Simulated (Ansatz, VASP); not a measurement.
## B in VASP and in Ansatz

Contents of POSCAR:

```
B
1.0
    2.4589500000      1.4196754444      4.1935000000
   -2.4589500000      1.4196754444      4.1935000000
    0.0000000000     -2.8393508888      4.1935000000
B
12
Direct
    0.0101900000      0.6536100000      0.0101900000
    0.0101900000      0.0101900000      0.6536100000
    0.6536100000      0.0101900000      0.0101900000
    0.9898100000      0.3463900000      0.9898100000
    0.3463900000      0.9898100000      0.9898100000
    0.9898100000      0.9898100000      0.3463900000
    0.2211800000      0.6306000000      0.2211800000
    0.2211800000      0.2211800000      0.6306000000
    0.6306000000      0.2211800000      0.2211800000
    0.7788200000      0.3694000000      0.7788200000
    0.3694000000      0.7788200000      0.7788200000
    0.7788200000      0.7788200000      0.3694000000
```

File INCAR.step1:

```
PREC = Accurate ; ENCUT = 460
ISMEAR = 0 ; SIGMA = 0.01
LREAL = False ; LASPH = True
NELM = 120 ; NBANDS = 30
GGA = PE ; ALGO = Normal
EDIFF = 1E-5 ; LWAVE = True
LCHARG = False ; GGA_COMPAT = False
```

File INCAR.step2:

```
PREC = Accurate ; ENCUT = 460
EDIFF = 1E-7 ; ISMEAR = 0
SIGMA = 0.01 ; LREAL = False
LASPH = True ; NELM = 120
ALGO = Normal ; ISIF = 2
LWAVE = False ; LCHARG = False
METAGGA = R2SCAN ; LMIXTAU = True
LEFG = True ; NBANDS = 30
ISTART = 1 ; GGA_COMPAT = False
```

File KPOINTS:

```
Automatic mesh
0
Gamma
  6 6 6
```

Input for Ansatz:

```yaml
crystal:
  lattice:
    - [2.45895, 1.4196754444, 4.1935]
    - [-2.45895, 1.4196754444, 4.1935]
    - [0.0, -2.8393508888, 4.1935]
  atoms:
    - { symbol: B, position: [0.01019, 0.65361, 0.01019] }
    - { symbol: B, position: [0.01019, 0.01019, 0.65361] }
    - { symbol: B, position: [0.65361, 0.01019, 0.01019] }
    - { symbol: B, position: [0.98981, 0.34639, 0.98981] }
    - { symbol: B, position: [0.34639, 0.98981, 0.98981] }
    - { symbol: B, position: [0.98981, 0.98981, 0.34639] }
    - { symbol: B, position: [0.22118, 0.6306, 0.22118] }
    - { symbol: B, position: [0.22118, 0.22118, 0.6306] }
    - { symbol: B, position: [0.6306, 0.22118, 0.22118] }
    - { symbol: B, position: [0.77882, 0.3694, 0.77882] }
    - { symbol: B, position: [0.3694, 0.77882, 0.77882] }
    - { symbol: B, position: [0.77882, 0.77882, 0.3694] }
kpoints:
  mp_grid: { grid: [6, 6, 6] }
scf:
  occupations: { method: fixed }
hamiltonian:
  xc: r2scan
  pseudopotentials: { kind: paw, azcp: { folder: soft_1 } }
output:
  forces: true
  efg: { quadrupole_moments_barn: { B: 0.04059 }, contact_densities: true }
  core_levels:
    shells: { B: "1s" }
    counted_from: valence_top
    eps_inf: [10.394, 10.394, 7.755]
```

Alike in both runs: task electric field gradients; functional r2SCAN; k mesh 6 × 6 × 6; no spin polarisation.

|  | VASP | Ansatz |
| --- | --- | --- |
| version | VASP 6.6.1 | Ansatz 0.2.0 |
| potentials or method | VASP PAW PBE potentials, release 64 (B) | plane-wave PAW, scalar-relativistic |
| plane-wave cutoff (eV) | 460 | 500 |
| occupations | gaussian, width 0.01 eV | fixed |
| valence electrons in the cell | 36 | 36 |

Ansatz gave:

- gap on the k mesh at the Fermi level (eV): 1.53
- rms of the force components (eV/Å): 0.127
- size of Vzz on the site where it differs most (V/Å²): 14.9

What did VASP give for the same quantities?

gap on the k mesh at the Fermi level (eV): 1.53; rms of the force components (eV/Å): 0.115; size of Vzz on the site where it differs most (V/Å²): 17.3.

VASP's potentials were made for PBE, not for r2SCAN. Atom by atom the forces differ by 0.012 eV/Å (rms over components).
